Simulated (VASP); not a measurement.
# PbSe (I4/mmm) in VASP: further runs

PbSe is run at these levels: r2SCAN; tasks: single point.

Everything below comes from runs of VASP 6.6.1. Logs are shortened: lines on timing, memory, paths and dates and some standing lists are left out, and cuts for length are marked.

## 1. The cell of the first run

The structure is tetragonal, space group I4/mmm (No. 139). Conventional cell: a = 4.195 Å, b = 4.195 Å, c = 6.526 Å, α = 90.00°, β = 90.00°, γ = 90.00°. Pb (site symmetry 4/mmm) has 6 Se at 2.97 to 3.26 Å within 3.9 Å. Within 3.9 Å of Se (site symmetry 4/mmm) lie 6 Pb at 2.97 to 3.26 Å.

## 2. Single point, r2SCAN

POSCAR reads:

```
PbSe
1.0
    0.0000000000      2.9663944448      3.2630338893
    2.9663944448      0.0000000000      3.2630338893
    2.9663944448      2.9663944448      0.0000000000
Pb Se
1 1
Direct
    0.0000000000      0.0000000000      0.0000000000
    0.5000000000      0.5000000000      0.5000000000
```

INCAR.step1 reads:

```
SYSTEM = PbSe
PREC = Accurate
ENCUT = 520
ISMEAR = 0
SIGMA = 0.05
LREAL = .FALSE.
LASPH = .TRUE.
NELM = 100
NBANDS = 17
GGA = PE
ALGO = Normal
EDIFF = 1E-4
LWAVE = .TRUE.
LCHARG = .FALSE.
```

INCAR.step2 reads:

```
SYSTEM = PbSe
PREC = Accurate
ENCUT = 520
EDIFF = 1E-6
ISMEAR = 0
SIGMA = 0.05
LREAL = .FALSE.
LASPH = .TRUE.
NELM = 100
ALGO = Normal
ISIF = 2
LWAVE = .FALSE.
LCHARG = .FALSE.
METAGGA = R2SCAN
LMIXTAU = .TRUE.
NBANDS = 17
ISTART = 1
```

KPOINTS reads:

```
regular mesh
0
G
  10 10 10
  0 0 0
```

Potentials or basis: VASP PAW PBE potentials, release 64 (Pb_d, Se).

Started as:

```bash
$ cat potpaw_PBE.64/Pb_d/POTCAR potpaw_PBE.64/Se/POTCAR > POTCAR
$ cp INCAR.step1 INCAR
$ mpirun -np 1 vasp_std > vasp.out
$ cp INCAR.step2 INCAR
$ mpirun -np 1 vasp_std > vasp.out
```

OUTCAR:

```text
SYSTEM = PbSe
   PREC = Accurate
   ENCUT = 520
   EDIFF = 1E-6
   ISMEAR = 0
   LREAL = .FALSE.
   LASPH = .TRUE.
   NELM = 100
   ISIF = 2
   METAGGA = R2SCAN
   ISTART = 1

 ion  position               nearest neighbor table
   1  0.000  0.000  0.000-   2 2.97   2 2.97   2 2.97   2 2.97   2 3.26   2 3.26
   2  0.500  0.500  0.500-   1 2.97   1 2.97   1 2.97   1 2.97   1 3.26   1 3.26

  LATTYP: Found a body centered tetragonal cell.
 ALAT       =     4.1951152552
 C/A-ratio  =     1.5556349186

  Lattice vectors:

 A1 = (  -2.9663944448,   0.0000000000,   3.2630338893)
 A2 = (   2.9663944448,   0.0000000000,   3.2630338893)
 A3 = (   0.0000000000,   2.9663944448,  -3.2630338893)

Analysis of symmetry for initial positions (statically):
=====================================================================
 Subroutine PRICEL returns:
 Original cell was already a primitive cell.

 Routine SETGRP: Setting up the symmetry group for a
 body centered tetragonal supercell.

 Subroutine GETGRP returns: Found 16 space group operations
 (whereof 16 operations were pure point group operations)
 out of a pool of 16 trial point group operations.

The static configuration has the point symmetry D_4h.

Analysis of symmetry for dynamics (positions and initial velocities):
=====================================================================
 Subroutine PRICEL returns:
 Original cell was already a primitive cell.

 Routine SETGRP: Setting up the symmetry group for a
 body centered tetragonal supercell.

 Subroutine GETGRP returns: Found 16 space group operations
 (whereof 16 operations were pure point group operations)
 out of a pool of 16 trial point group operations.

The dynamic configuration has the point symmetry D_4h.

 Subroutine INISYM returns: Found 16 space group operations
 (whereof 16 operations are pure point group operations),
 and found     1 'primitive' translations

----------------------------------------------------------------------------------------

                                     Primitive cell

  volume of cell :      57.4261

  direct lattice vectors                    reciprocal lattice vectors
     0.000000000  2.966394445  3.263033889    -0.168554792  0.168554792  0.153231630
     2.966394445  0.000000000  3.263033889     0.168554792 -0.168554792  0.153231630
     2.966394445  2.966394445  0.000000000     0.168554792  0.168554792 -0.153231630

  length of vectors
     4.409862375  4.409862375  4.195115255     0.283374961  0.283374961  0.283374961

  position of ions in fractional coordinates (direct lattice)
     0.000000000  0.000000000  0.000000000
     0.500000000  0.500000000  0.500000000

  ion indices of the primitive-cell ions
   primitive index   ion index
                 1           1
                 2           2

----------------------------------------------------------------------------------------

 KPOINTS: regular mesh

Automatic generation of k-mesh.
 Grid dimensions read from file:
 generate k-points for:   10   10   10

 Generating k-lattice:

  Cartesian coordinates                     Fractional coordinates (reciprocal lattice)
    -0.016855479  0.016855479  0.015323163     0.100000000  0.000000000  0.000000000
     0.016855479 -0.016855479  0.015323163     0.000000000  0.100000000  0.000000000
     0.016855479  0.016855479 -0.015323163    -0.000000000 -0.000000000  0.100000000

  Length of vectors
     0.028337496  0.028337496  0.028337496

  Shift w.r.t. Gamma in fractional coordinates (k-lattice)
     0.000000000  0.000000000  0.000000000

 Subroutine IBZKPT returns following result:
 ===========================================

 Found    102 irreducible k-points:

 Following reciprocal coordinates:
            Coordinates               Weight
  0.000000  0.000000  0.000000      1.000000
  0.100000  0.000000  0.000000      8.000000
  0.200000  0.000000  0.000000      8.000000
  0.300000  0.000000  0.000000      8.000000
  0.400000  0.000000  0.000000      8.000000
  0.500000 -0.000000  0.000000      4.000000
[... 16 lines left out ...]
  0.300000  0.300000  0.000000      2.000000
  0.400000  0.300000  0.000000      8.000000
 [... further k-points ...]
   k-points           NKPTS =    102   k-points in BZ     NKDIM =    102   number of bands    NBANDS=     17
   number of dos      NEDOS =    301   number of ions     NIONS =      2
   total plane-waves  NPLWV =  41472
   dimension x,y,z NGX =    36 NGY =   36 NGZ =   32
   dimension x,y,z NGXF=    72 NGYF=   72 NGZF=   64
   ions per type =               1   1
   NGX,Y,Z   is equivalent  to a cutoff of  13.57, 13.57, 12.68 a.u.
   NGXF,Y,Z  is equivalent  to a cutoff of  27.14, 27.14, 25.36 a.u.
 SYSTEM =  PbSe
   PREC   = accura    normal or accurate (medium, high low for compatibility)
   ISTART =      1    job   : 0-new  1-cont  2-samecut
   ICHARG =      0    charge: 1-file 2-atom 10-const
   ISPIN  =      1    spin polarized calculation?
[... 28 lines left out ...]
  Thomas-Fermi vector in A             =   2.288467
   LORBIT       =      0    0 simple, 1 ext, 2 COOP (PROOUT), +10 PAW based schemes
   METAGGA = R2SCAN    functional components
   LHFCALC =     F    Hartree Fock is set to
   AEXX    =    0.0000 exact exchange contribution
   IVDW    =     0    specifies the selected vdW correction
   LEPSILON=     F    determine dielectric tensor
   LRPA    =     F    only Hartree local field effects (RPA)
 non-spin polarized calculation
 Gauss-broadening in eV      SIGMA  =   0.05
  energy-cutoff  :      520.00
  volume of cell :       57.43
 maximum number of plane-waves:      1572
 NGX is ok and might be reduce to    36

 number of electron      19.9999999 magnetization

 Free energy of the ion-electron system (eV)
  ---------------------------------------------------
  ext. energy  EPLUGINS =         0.00000000
  ---------------------------------------------------
  free energy    TOTEN  =       -71.80586780 eV

  energy without entropy =      -71.80586779  energy(sigma->0) =      -71.80586780

 E-fermi :   5.2556     XC(G=0): -10.0449

 val. band max:        5.0847249086   @ k =   0.5000  -0.0000   0.0000
 cond. band min:       5.4264122011   @ k =   0.5000  -0.0000   0.0000
 fundamental gap:      0.3416872925
 Fermi energy:         5.2555697080

 k-point     1 :       0.0000    0.0000    0.0000
  band No.  band energies     occupation
      1     -12.6023      2.00000
      2     -12.5650      2.00000
      3     -12.5650      2.00000
      4     -12.5379      2.00000
      5     -12.5261      2.00000
      6      -9.2712      2.00000
[... 9 lines left out ...]
     16      12.0984      0.00000
     17      12.3982      0.00000

 k-point     2 :       0.1000    0.0000    0.0000
  band No.  band energies     occupation
      1     -12.6015      2.00000
      2     -12.5649      2.00000
      3     -12.5633      2.00000
      4     -12.5350      2.00000
      5     -12.5292      2.00000
      6      -9.1930      2.00000
[... 9 lines left out ...]
     16      12.3025      0.00000
     17      13.0435      0.00000

 k-point     3 :       0.2000    0.0000    0.0000
  band No.  band energies     occupation
      1     -12.6005      2.00000
      2     -12.5645      2.00000
      3     -12.5598      2.00000
      4     -12.5362      2.00000
      5     -12.5264      2.00000
      6      -8.9700      2.00000
[... 9 lines left out ...]
     16      12.8214      0.00000
     17      14.4346      0.00000

 k-point     4 :       0.3000    0.0000    0.0000
  band No.  band energies     occupation
      1     -12.6013      2.00000
      2     -12.5641      2.00000
      3     -12.5608      2.00000
      4     -12.5397      2.00000
      5     -12.5142      2.00000
      6      -8.6453      2.00000
[... 9 lines left out ...]
     16      13.6877      0.00000
     17      16.0493      0.00000
[... 343 lines left out ...]
      1     -12.5958      2.00000
      2     -12.5679      2.00000
      3     -12.5574      2.00000
      4     -12.5515      2.00000
      5     -12.5037      2.00000
      6      -8.4867      2.00000
[... 9 lines left out ...]
     16      13.5512      0.00000
     17      15.5729      0.00000

 k-point    23 :       0.3000    0.3000    0.0000
  band No.  band energies     occupation
      1     -12.6678      2.00000
      2     -12.5463      2.00000
      3     -12.5424      2.00000
      4     -12.5424      2.00000
      5     -12.5183      2.00000
      6      -8.5809      2.00000
[... 9 lines left out ...]
     16      15.6041      0.00000
     17      16.0362      0.00000

 k-point    24 :       0.4000    0.3000    0.0000
  band No.  band energies     occupation
      1     -12.6775      2.00000
      2     -12.5451      2.00000
      3     -12.5389      2.00000
      4     -12.5387      2.00000
      5     -12.5197      2.00000
      6      -8.3681      2.00000
[... 9 lines left out ...]
     16      16.2355      0.00000
     17      17.0334      0.00000

 [... further k-points ...]

------------------------ aborting loop because EDIFF is reached ----------------------------------------

  FORCE on cell =-STRESS in cart. coord.  units (eV):
  Direction    XX          YY          ZZ          XY          YZ          ZX
  --------------------------------------------------------------------------------------
  -------------------------------------------------------------------------------------
  Total        2.2552966      2.2552966     -1.4986169      0.0000000      0.0000000      0.0000000
  in kB       62.9223407     62.9223407    -41.8111222      0.0000000      0.0000000      0.0000000
  external PRESSURE =      28.0111864 kB  Pullay stress =       0.0000000 kB

 VOLUME and BASIS-vectors are now :
 -----------------------------------------------------------------------------
  energy-cutoff  :      520.00
  volume of cell :       57.43
      direct lattice vectors                 reciprocal lattice vectors
     0.000000000  2.966394445  3.263033889    -0.168554792  0.168554792  0.153231630
     2.966394445  0.000000000  3.263033889     0.168554792 -0.168554792  0.153231630
     2.966394445  2.966394445  0.000000000     0.168554792  0.168554792 -0.153231630

 POSITION                                       TOTAL-FORCE (eV/Angst)
 -----------------------------------------------------------------------------------
      0.00000      0.00000      0.00000         0.000000      0.000000     -0.000000
      2.96639      2.96639      3.26303         0.000000     -0.000000      0.000000
 -----------------------------------------------------------------------------------
    total drift:                               -0.000000      0.000000      0.000000

  FREE ENERGIE OF THE ION-ELECTRON SYSTEM (eV)
  ---------------------------------------------------
  free  energy   TOTEN  =       -71.8058677960 eV

  energy  without entropy=      -71.8058677941  energy(sigma->0) =      -71.80586780
```

Wall time 12 min (1 thread of Intel Xeon 8259CL, shared host); peak memory 0.27 GiB.

Results:

| Property | Result |
| --- | --- |
| Free energy | -71.8059 eV |
| Pressure | 2.8 GPa |
| Band gap on the k mesh | 0.34 eV |

Levels at points of the mesh, in eV from the valence-band top:
```csv
k point,band 7,band 8,band 9,band 10,band 11,band 12,band 13,band 14
"(0.00, 0.00, 0.00)",-6.46,-2.49,-2.49,-1.74,3.58,5.64,5.64,6.45
"(0.50, 0.00, 0.00)",-9.30,-1.95,-1.66,0.00,0.34,1.62,1.99,8.85
"(0.50, 0.50, 0.00)",-7.34,-5.20,-3.47,-3.47,4.12,5.50,6.22,6.22
"(0.50, 0.00, 0.50)",-7.84,-5.43,-4.14,-3.13,3.75,4.59,6.73,6.83
```

Caveat: the stress differs along the axes, from -4 to 6 GPa; the PAW data sets were made with another functional, which shifts forces and pressure a little; spin-orbit coupling is left out, which moves the levels of the heavy elements. A k mesh can miss the band edges.

## 3. Single point, r2SCAN

This run uses another cell than the first one, of the same volume but with other edges.

POSCAR reads:

```
PbSe
1.0
    0.0000000000      3.5349939539      2.2977460700
    3.5349939539      0.0000000000      2.2977460700
    3.5349939539      3.5349939539      0.0000000000
Pb Se
1 1
Direct
    0.0000000000      0.0000000000      0.0000000000
    0.5000000000      0.5000000000      0.5000000000
```

INCAR.step1 reads:

```
PREC = Accurate
ENCUT = 520
ISMEAR = 0
SIGMA = 0.05
LREAL = False
LASPH = True
NELM = 80
NBANDS = 17
GGA = PE
ALGO = Normal
EDIFF = 1E-4
LWAVE = True
LCHARG = False
```

INCAR.step2 reads:

```
PREC = Accurate
ENCUT = 520
EDIFF = 1E-7
ISMEAR = 0
SIGMA = 0.05
LREAL = False
LASPH = True
NELM = 80
ALGO = Normal
ISIF = 2
LWAVE = False
LCHARG = False
METAGGA = R2SCAN
LMIXTAU = True
NBANDS = 17
ISTART = 1
```

KPOINTS reads:

```
regular mesh
0
Gamma
  10 10 10
```

Potentials or basis: VASP PAW PBE potentials, release 64 (Pb_d, Se).

Started as:

```bash
$ cat potpaw_PBE.64/Pb_d/POTCAR potpaw_PBE.64/Se/POTCAR > POTCAR
$ cp INCAR.step1 INCAR
$ mpirun -np 1 vasp_std > vasp.out
$ cp INCAR.step2 INCAR
$ mpirun -np 1 vasp_std > vasp.out
```

Wall time 14 min (1 thread of Intel Xeon 8259CL, shared host); peak memory 0.27 GiB.

Results (log left out):

| Property | Result |
| --- | --- |
| Free energy | -68.1829 eV |
| Pressure | 28.0 GPa |
| Band gap on the k mesh | zero (bands 10 and 11 overlap by 1.42 eV) |

Stress tensor (GPa, compression positive):
```
-0.52  0.00  0.00
 0.00 -0.52  0.00
 0.00  0.00 85.10
```

Levels at points of the mesh, in eV from the Fermi level:
```
           k point  band 8  band 9  band 10  band 11  band 12  band 13
(0.00, 0.00, 0.00)   -5.80   -3.29    -3.29     2.36     2.36     3.78
(0.50, 0.00, 0.00)   -3.47   -3.42    -1.21    -0.42     3.19     4.92
(0.50, 0.50, 0.00)   -7.17   -5.79    -5.79     1.97     4.34     4.34
(0.50, 0.00, 0.50)   -6.67   -6.43    -3.13     1.93     4.04     4.65
```

Caveat: the stress differs along the axes, from -1 to 85 GPa; the PAW data sets were made with another functional, which shifts forces and pressure a little; spin-orbit coupling is left out, which moves the levels of the heavy elements.

## 4. Single point, r2SCAN

This run uses another cell than the first one, of the same volume but with other edges.

POSCAR reads:

```
PbSe
1.0
    0.0000000000      2.6750344201      4.0125516301
    2.6750344201      0.0000000000      4.0125516301
    2.6750344201      2.6750344201      0.0000000000
Pb Se
1 1
Direct
    0.0000000000      0.0000000000      0.0000000000
    0.5000000000      0.5000000000      0.5000000000
```

INCAR.step1 reads:

```
SYSTEM = PbSe
ALGO = Normal
EDIFF = 1E-4
ENCUT = 520
GGA = PE
ISMEAR = 0
LASPH = .True.
LCHARG = .False.
LREAL = .False.
LWAVE = .True.
NBANDS = 17
NELM = 80
PREC = Accurate
SIGMA = 0.05
```

INCAR.step2 reads:

```
SYSTEM = PbSe
ALGO = Normal
EDIFF = 1E-7
ENCUT = 520
ISIF = 2
ISMEAR = 0
ISTART = 1
LASPH = .True.
LCHARG = .False.
LMIXTAU = .True.
LREAL = .False.
LWAVE = .False.
METAGGA = R2SCAN
NBANDS = 17
NELM = 80
PREC = Accurate
SIGMA = 0.05
```

KPOINTS reads:

```
k-points
0
Gamma
  10 10 10
  0 0 0
```

Started as:

```bash
$ cat potpaw_PBE.64/Pb_d/POTCAR potpaw_PBE.64/Se/POTCAR > POTCAR
$ cp INCAR.step1 INCAR
$ mpirun -np 1 vasp_std > vasp.out
$ cp INCAR.step2 INCAR
$ mpirun -np 1 vasp_std > vasp.out
```

Wall time 11 min (1 thread of Intel Xeon 8259CL, shared host); peak memory 0.27 GiB.

It converged, with:

| Quantity | Value |
| --- | --- |
| Free energy | -70.1639 eV |
| Pressure | 19.3 GPa |
| Band gap on the k mesh | zero (bands 10 and 11 overlap by 0.63 eV) |

Stress tensor (GPa, compression positive):
```
30.61  0.00  0.00
 0.00 30.61  0.00
 0.00  0.00 -3.32
```

Levels at points of the mesh, in eV from the Fermi level:
| k point | band 8 | band 9 | band 10 | band 11 | band 12 | band 13 |
| --- | --- | --- | --- | --- | --- | --- |
| (0.00, 0.00, 0.00) | -3.88 | -3.88 | -3.34 | 2.78 | 3.17 | 5.40 |
| (0.50, 0.00, 0.00) | -2.96 | -1.75 | -0.53 | 1.23 | 1.68 | 2.34 |
| (0.50, 0.50, 0.00) | -5.66 | -4.09 | -4.09 | 3.58 | 4.55 | 7.75 |
| (0.50, 0.00, 0.50) | -6.81 | -6.49 | -2.80 | 1.94 | 3.53 | 6.98 |

Caveat: the stress differs along the axes, from -3 to 31 GPa; semilocal functionals underestimate gaps, and a narrow one can read as zero; the PAW data sets were made with another functional, which shifts forces and pressure a little; spin-orbit coupling is left out, which moves the levels of the heavy elements.

## 5. Single point, r2SCAN

This run uses another cell than the first one, of the same volume but with other edges.

POSCAR reads:

```
PbSe
1.0
    0.0000000000      3.1041024735      2.9799383745
    3.1041024735      0.0000000000      2.9799383745
    3.1041024735      3.1041024735      0.0000000000
Pb Se
1 1
Direct
    0.0000000000      0.0000000000      0.0000000000
    0.5000000000      0.5000000000      0.5000000000
```

INCAR.step1 reads:

```
SYSTEM = PbSe
PREC = Accurate
ENCUT = 520
ISMEAR = 0
SIGMA = 0.05
LREAL = .False.
LASPH = .True.
NELM = 100
NBANDS = 17
GGA = PE
ALGO = Normal
EDIFF = 1E-4
LWAVE = .True.
LCHARG = .False.
```

INCAR.step2 reads:

```
SYSTEM = PbSe
PREC = Accurate
ENCUT = 520
EDIFF = 1E-6
ISMEAR = 0
SIGMA = 0.05
LREAL = .False.
LASPH = .True.
NELM = 100
ALGO = Normal
ISIF = 2
LWAVE = .False.
LCHARG = .False.
METAGGA = R2SCAN
LMIXTAU = .True.
NBANDS = 17
ISTART = 1
```

KPOINTS reads:

```
Automatic mesh
0
Gamma
  10 10 10
  0 0 0
```

Started as:

```bash
$ cat potpaw_PBE.64/Pb_d/POTCAR potpaw_PBE.64/Se/POTCAR > POTCAR
$ cp INCAR.step1 INCAR
$ mpirun -np 1 vasp_std > vasp.out
$ cp INCAR.step2 INCAR
$ mpirun -np 1 vasp_std > vasp.out
```

Run time: 12 min. Hardware: 1 thread of Intel Xeon 8259CL, shared host; peak memory 0.27 GiB.

Results (log left out):

| Property | Result |
| --- | --- |
| Free energy | -71.9046 eV |
| Pressure | 1.7 GPa |
| Band gap on the k mesh | 0.53 eV |

Stress tensor (GPa, compression positive):
```
-0.20  0.00  0.00
 0.00 -0.20  0.00
 0.00  0.00  5.53
```

Levels at points of the mesh, in eV from the valence-band top:
| k point | band 8 | band 9 | band 10 | band 11 | band 12 | band 13 |
| --- | --- | --- | --- | --- | --- | --- |
| (0.00, 0.00, 0.00) | -2.33 | -1.95 | -1.95 | 4.67 | 4.67 | 5.68 |
| (0.50, 0.00, 0.00) | -1.70 | -1.62 | 0.00 | 0.53 | 1.76 | 2.01 |
| (0.50, 0.50, 0.00) | -5.25 | -3.49 | -3.49 | 3.87 | 5.80 | 5.80 |
| (0.50, 0.00, 0.50) | -5.16 | -3.63 | -3.18 | 4.05 | 5.52 | 6.25 |

Caveat: the stress differs along the axes, from -0 to 6 GPa; the PAW data sets were made with another functional, which shifts forces and pressure a little; spin-orbit coupling is left out, which moves the levels of the heavy elements. A k mesh can miss the band edges.

## 6. The runs side by side

```tsv
cell	gap on the mesh (eV)	pressure (GPa)
a = 4.410, b = 4.410, c = 4.195 Å, angles 61.6, 61.6, 56.8°, 2 atoms	0.34	2.8
a = 4.216, b = 4.216, c = 4.999 Å, angles 53.6, 53.6, 72.7°, 2 atoms	none	28.0
a = 4.822, b = 4.822, c = 3.783 Å, angles 66.9, 66.9, 46.2°, 2 atoms	none	19.3
a = 4.303, b = 4.303, c = 4.390 Å, angles 59.3, 59.3, 61.3°, 2 atoms	0.53	1.7
```

Alike in all rows: task single point; level r2SCAN; potentials or basis VASP PAW PBE potentials, release 64 (Pb_d, Se); no spin polarisation; k mesh 10 × 10 × 10; cutoff (eV) 520; smearing gaussian 0.05 eV.

Caveats: the PAW data sets were made with another functional, which shifts forces and pressure a little; spin-orbit coupling is left out, which moves the levels of the heavy elements; the stress differs along the axes, from -4 to 6 GPa (at least some runs); the stress differs along the axes, from -1 to 85 GPa (at least some runs); the stress differs along the axes, from -3 to 31 GPa (at least some runs); semilocal functionals underestimate gaps, and a narrow one can read as zero (at least some runs); the stress differs along the axes, from -0 to 6 GPa (at least some runs).

Total energies depend on the potentials used, so only differences within one code and one set of settings carry meaning.

The gap in the log of VASP goes by the Fermi energy; the results here count the filled bands.